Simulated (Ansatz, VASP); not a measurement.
# One calculation of YF5, two programs

```xyz
6
Lattice="4.0437 0.0000 0.0000 -2.0219 3.5020 0.0000 0.0000 0.0000 6.1755" Properties=species:S:1:pos:R:3 pbc="T T T"
Y     0.0000    0.0000    0.0000
F     2.0219    0.0000    3.0877
F    -1.0109    1.7510    3.0877
F     1.0109    1.7510    3.0877
F     0.0000    0.0000    3.5625
F     0.0000    0.0000    2.6130
```

Alike in both runs: task single point; functional PBE; k mesh 6 × 6 × 4; occupations gaussian, width 0.1 eV; no spin polarisation.

|  | VASP | Ansatz |
| --- | --- | --- |
| version | VASP 6.6.1 | Ansatz 0.2.0 |
| potentials or method | VASP PAW PBE potentials, release 64 (Y_sv, F), cutoff 520 eV | scalar-relativistic, plane waves, PAW |
| valence electrons in the cell | 46 | 46 |

```csv
,VASP,Ansatz,Ansatz less VASP
gap on the k mesh at the Fermi level (eV),none,none,-
rms of the force components (eV/Å),29.090,24.153,-4.9379
```

Atom by atom the forces differ by 4.938 eV/Å (rms over components). A gap of «none» marks a metal or a gap that the smearing closes. The functional is the same, so the differences come from potentials, cutoffs and numerics.

Noted on VASP's run: the standard files for N, O and F lose accuracy on very short bonds.
